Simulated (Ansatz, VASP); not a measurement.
## One calculation of Bi2TeSe2, two programs

Contents of INCAR:

```
SYSTEM = Bi2TeSe2
ALGO = Normal ; EDIFF = 1E-6
ENCUT = 520 ; GGA = PS
ISIF = 2 ; ISMEAR = 0
LASPH = .True. ; LCHARG = .False.
LREAL = .False. ; LUSENCCL = .False.
LWAVE = .False. ; NBANDS = 32
NELM = 100 ; PREC = Accurate
SIGMA = 0.05
```

Contents of KPOINTS:

```
k-points
0
Gamma
  12 12 12
  0 0 0
```

The input POSCAR:

```
Bi2TeSe2
1.0
    2.0287562046      1.1713029409      9.5666450500
   -2.0287562046      1.1713029409      9.5666450500
    0.0000000000     -2.3426058817      9.5666450500
Bi Te Se
2 1 2
Direct
    0.3980600000      0.3980600000      0.3980600000
    0.6019400000      0.6019400000      0.6019400000
    0.0000000000      0.0000000000      0.0000000000
    0.2116000000      0.2116000000      0.2116000000
    0.7884000000      0.7884000000      0.7884000000
```

Input for Ansatz:

```yaml
crystal:
  lattice:
    - [2.0287562046, 1.1713029409, 9.56664505]
    - [-2.0287562046, 1.1713029409, 9.56664505]
    - [0.0, -2.3426058817, 9.56664505]
  atoms:
    - { symbol: Bi, position: [0.39806, 0.39806, 0.39806] }
    - { symbol: Bi, position: [0.60194, 0.60194, 0.60194] }
    - { symbol: Te, position: [0.0, 0.0, 0.0] }
    - { symbol: Se, position: [0.2116, 0.2116, 0.2116] }
    - { symbol: Se, position: [0.7884, 0.7884, 0.7884] }
basis:
  ecutwfc: 420
kpoints:
  mp_grid: { grid: [12, 12, 12] }
hamiltonian:
  xc: pbesol
scf:
  occupations: { method: gaussian, width: 0.05 }
output:
  forces: true
  stress: true
  eigenvalues: true
  write_density: true
  write_potential: true
  elf: true
  volumetric_format: npy
```

Change from the starting cell: strain -0.030 along x and y, -0.015 along z, atoms carried along.

Alike in both runs: task single point; functional PBEsol; k mesh 12 × 12 × 12; occupations gaussian, width 0.05 eV; no spin polarisation.

|  | VASP | Ansatz |
| --- | --- | --- |
| version | VASP 6.6.1 | Ansatz 0.2.0 |
| potentials or method | VASP PAW PBE potentials, release 64 (Bi_d, Te, Se), cutoff 520 eV | scalar-relativistic, plane waves, PAW |
| valence electrons in the cell | 48 | 78 |

|  | VASP | Ansatz | Ansatz less VASP |
| --- | --- | --- | --- |
| gap on the k mesh at the Fermi level (eV) | 0.42 | 0.42 | -0.004 |
| least direct gap on the mesh (eV) | 0.42 | 0.42 | -0.004 |
| pressure (GPa) | 7.9 | 7.9 | -0.05 |
| rms of the force components (eV/Å) | 0.719 | 0.720 | +0.0015 |

VASP's potentials were made for PBE, not for PBEsol. Atom by atom the forces differ by 0.006 eV/Å (rms over components). The functional is the same, so the differences come from potentials, cutoffs and numerics. VASP's potentials hold 48 valence electrons a cell and Ansatz's 78, so a difference there can come from the potentials and not from the codes.

Spin-orbit coupling is off throughout.
